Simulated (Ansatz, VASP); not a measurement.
# SiC in VASP and in Ansatz

Contents of INCAR:

```
SYSTEM = SiC
PREC = Accurate ; ENCUT = 520
EDIFF = 1E-7 ; ISMEAR = 0
SIGMA = 0.05 ; LREAL = .False.
LASPH = .True. ; NELM = 80
ALGO = Normal ; ISIF = 2
LWAVE = .False. ; LCHARG = .True.
GGA = PE ; LELF = .True.
LVHAR = .True. ; NBANDS = 11
```

KPOINTS

```
regular mesh
0
Gamma
  12 12 12
  0 0 0
```

POSCAR

```
SiC
1.0
    0.0000000000      2.1740000000      2.1740000000
    2.1740000000      0.0000000000      2.1740000000
    2.1740000000      2.1740000000      0.0000000000
Si C
1 1
Direct
    0.0068145287      0.0068145287      0.0068145287
    0.7340657699      0.7340657699      0.7340657699
```

Input for Ansatz:

```yaml
crystal:
  lattice:
    - [0.0, 2.174, 2.174]
    - [2.174, 0.0, 2.174]
    - [2.174, 2.174, 0.0]
  atoms:
    - { symbol: Si, position: [0.0068145287, 0.0068145287, 0.0068145287] }
    - { symbol: C, position: [0.7340657699, 0.7340657699, 0.7340657699] }
basis:
  ecutwfc: 420
kpoints:
  mp_grid: { grid: [12, 12, 12] }
hamiltonian:
  xc: pbe
scf:
  occupations: { method: gaussian, width: 0.05 }
output:
  forces: true
  stress: true
  eigenvalues: true
  write_density: true
  write_potential: true
  elf: true
  volumetric_format: npy
```

Change from the starting cell: mode 4 (793.9 1/cm) frozen in, largest displacement -0.120 Å.

Alike in both runs: task single point; functional PBE; k mesh 12 × 12 × 12; occupations gaussian, width 0.05 eV; no spin polarisation.

|  | VASP | Ansatz |
| --- | --- | --- |
| version | VASP 6.6.1 | Ansatz 0.2.0 |
| potentials or method | VASP PAW PBE potentials, release 64 (Si, C), cutoff 520 eV | scalar-relativistic, plane waves, PAW |
| valence electrons in the cell | 8 | 8 |

```tsv
	VASP	Ansatz	Ansatz less VASP
gap on the k mesh at the Fermi level (eV)	0.45	0.46	+0.004
least direct gap on the mesh (eV)	4.17	4.17	+0.003
pressure (GPa)	7.4	7.5	+0.08
traceless stress, the component that is largest in VASP (GPa)	-4.17	-4.17	-0.008
rms of the force components (eV/Å)	1.314	1.313	-0.0007
```

Atom by atom the forces differ by 0.001 eV/Å (rms over components). With one functional, cell and mesh, what is left measures potentials, basis and numerics.
